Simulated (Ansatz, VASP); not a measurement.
# MnSb, level by level in two programs

```
CELL_PARAMETERS angstrom
4.15000 0.00000 0.00000
-2.07500 3.59401 0.00000
0.00000 0.00000 5.78000
ATOMIC_POSITIONS crystal
Sb 0.66667 0.33333 0.75000
Sb 0.33333 0.66667 0.25000
Mn 0.00000 0.00000 0.50000
Mn 0.00000 0.00000 0.00000
```

Single points on this cell with VASP 6.6.1 and Ansatz 0.2.0. Each row is one pair of runs. Alike in all rows: spin: collinear, typed start; VASP's potentials, cutoff: VASP PAW PBE potentials, release 64 (Sb, Mn_pv), 520 eV; Ansatz's potentials, cutoff: Ansatz PAW, 420 eV.

| level | k mesh | smearing | gap on the k mesh at the Fermi level (eV), VASP | gap on the k mesh at the Fermi level (eV), Ansatz | pressure (GPa), VASP | pressure (GPa), Ansatz | net moment per atom (μB), VASP | net moment per atom (μB), Ansatz |
| --- | --- | --- | --- | --- | --- | --- | --- | --- |
| PBE | 7 × 7 × 5 | gaussian, width 0.012 eV | none | none | -3.4 | -3.3 | 1.67 | 1.67 |
| PBEsol | 6 × 6 × 4 | fermi-dirac, width 0.05 eV | - | - | ? | 16.6 | ? | 3.00 |
| RPBE | 7 × 7 × 5 | fermi-dirac, width 0.05 eV | none | none | -0.5 | -0.4 | 1.70 | 1.70 |
| PBEsol | 7 × 7 × 5 | fermi-dirac, width 0.05 eV | none | none | -7.1 | -7.1 | 1.67 | 1.67 |
| PBE | 10 × 10 × 7 | fermi-dirac, width 0.05 eV | none | none | -3.2 | -3.2 | 1.68 | 1.68 |

Q: Fill in what VASP gave in row 2.

A: Pressure (GPa): 16.9; net moment per atom (μB): 3.00.

VASP's potentials hold 36 valence electrons a cell and Ansatz's 60, so a difference there can come from the potentials and not from the codes.

A gap of «none» marks a metal or a gap that the smearing closes.

Spin-orbit coupling is off throughout.
